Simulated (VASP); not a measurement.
Wanted: the native input for a VASP 6.6.1 run.

* Task: single point
* Functional: PBE
* Dispersion: D3(BJ)
* Potentials or basis: VASP PAW PBE potentials, release 64 (C, Cl, H)
* Cutoff: 520 eV
* k mesh: 1 × 1 × 1
* Occupations: fermi-dirac, width 0.02 eV
* Spin: no spin polarisation
* Dipole correction: no
* Further INCAR settings: LREAL = Auto; ALGO = Normal; EDIFF = 1e-06; NBANDS = 63

The structure of H3CCl lies in POSCAR:

```
H3CCl
1.0
    7.9200370000      0.0000000000      0.0000000000
    0.0000000000      7.9200370000      0.0000000000
    0.0000000000      0.0000000000      7.9200370000
C Cl H
6 6 18
Direct
    0.5518661087      0.9586950162      0.5359697183
    0.0186741552      0.4832679443      0.3965890563
    0.8749706599      0.2482690422      0.8188219323
    0.6545802753      0.7308551715      0.0235099912
    0.4898967012      0.2105924505      0.1782946216
    0.0647219199      1.0052604552      0.4400484493
    0.4566519071      0.7984053610      0.4169046180
   -0.1443301338      0.6138228900      0.4977123213
    1.0898560196      0.2790391004      0.8906271524
    0.4599220938      0.7430899628     -0.0878026201
    0.4674094326      0.3550740988      0.3420186042
   -0.0311614706      1.0666743097      0.2454786512
    0.6806028810      0.9255512316      0.5443661437
    0.5337727589      1.0784166791      0.4700609353
    0.5223839232      0.9431521595      0.6700852534
    0.0380553778      0.5174344514      0.2626250357
    0.1292165681      0.5050733980      0.4682806406
   -0.0320958097      0.3520564361      0.3947077520
    0.8663090842      0.1083707058      0.7980392011
    0.8007790873      0.2905668244      0.9259931488
    0.8359683168      0.3292661385      0.7086583055
    0.6431535610      0.8272057315      0.1209716571
    0.6503631233      0.6148834911      0.1011232650
    0.7646428925      0.7494156909     -0.0606562823
    0.4853007631      0.2877890596      0.0635098043
    0.6084946320      0.1429286252      0.1911354707
    0.3785462113      0.1219565010      0.1674739651
    0.1812491533      0.9148820896      0.4313489950
    0.0995576157      1.1082523983      0.5320429690
   -0.0215150510      0.9223189235      0.5056036986
```

One way to write it, as run:

INCAR

```
  PREC = Accurate
  ENCUT = 520
  EDIFF = 1E-6
  ISMEAR = -1
  SIGMA = 0.02
  LREAL = Auto
  LASPH = T
  NELM = 60
  ALGO = Normal
  ISIF = 2
  LWAVE = F
  LCHARG = F
  GGA = PE
  IVDW = 12
  NBANDS = 63
```

KPOINTS

```
regular mesh
0
Gamma
  1 1 1
```

Potentials or basis: VASP PAW PBE potentials, release 64 (C, Cl, H).

Run with:

```console
$ cat potpaw_PBE.64/C/POTCAR potpaw_PBE.64/Cl/POTCAR potpaw_PBE.64/H/POTCAR > POTCAR
$ mpirun -np 1 vasp_gam > vasp.out
```

Results of the run:

```
Pressure                   : -0.3 GPa
Largest force              : 2.365 eV/Å
Dispersion energy per atom : -0.049 eV
```

Caveat: the k points lie up to 0.79 Å⁻¹ apart; the atoms stand as in a frame of molecular dynamics.

Wall time 44 s on 1 thread of AMD EPYC 7R13 Processor (Zen 3), with other jobs on the host, peak memory 0.41 GiB.
